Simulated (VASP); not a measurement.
Crystal: NaCl.

```
CELL_PARAMETERS angstrom
0.00000 2.75630 2.75630
2.75630 0.00000 2.75630
2.75630 2.75630 0.00000
ATOMIC_POSITIONS crystal
Cl 0.50000 0.50000 0.50000
Na 0.00000 0.00000 0.00000
```

This cell differs from its parent crystal: volume scaled by 0.96.

Base run:

| Property | Result |
| --- | --- |
| Program | VASP 6.6.1 |
| Functional | PBE |
| Potentials or basis | VASP PAW PBE potentials, release 64 (Cl, Na_pv) |
| Cutoff | 520 eV |
| k mesh | 8 × 8 × 8 |
| Occupations | fermi-dirac, width 0.05 eV |
| Spin | no spin polarisation |

Its results: band gap on the k mesh 5.39 eV, direct; pressure 2.9 GPa.

The run is repeated on the same cell with these changes: functional from PBE to PBEsol; further incar settings from ALGO = Normal; EDIFF = 1e-07; NBANDS = 14 to ALGO = Normal; EDIFF = 1e-06; NBANDS = 14. What comes out?

Band gap on the k mesh 5.19 eV, direct; pressure 1.4 GPa.

Caveats: the PAW data sets were made with another functional, which shifts forces and pressure a little (some runs).

